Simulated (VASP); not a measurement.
The system is Pb.

```xyz
1
Lattice="0.0000 2.4946 2.4946 2.4946 0.0000 2.4946 2.4946 2.4946 0.0000" Properties=species:S:1:pos:R:3 pbc="T T T"
Pb    0.0000    0.0000    0.0000
```

Program: VASP 6.6.1. Alike in all runs: task single point; level r2SCAN; potentials or basis VASP PAW PBE potentials, release 64 (Pb_d); no spin polarisation; cell as given; cutoff (eV) 520.

Question: Order these runs on this cell by their pressure, lowest first.
A. k mesh 2 × 2 × 2; smearing fermi-dirac 0.1 eV
B. k mesh 11 × 11 × 11; smearing fermi-dirac 1 eV
C. k mesh 11 × 11 × 11; smearing fermi-dirac 0.6 eV
D. k mesh 11 × 11 × 11; smearing methfessel-paxton 0.3 eV

Answer: A (-8.8 GPa), D (-0.1 GPa), C (1.5 GPa), B (4.0 GPa).

Caveats: some runs use coarse meshes; the PAW data sets were made with another functional, which shifts forces and pressure a little.
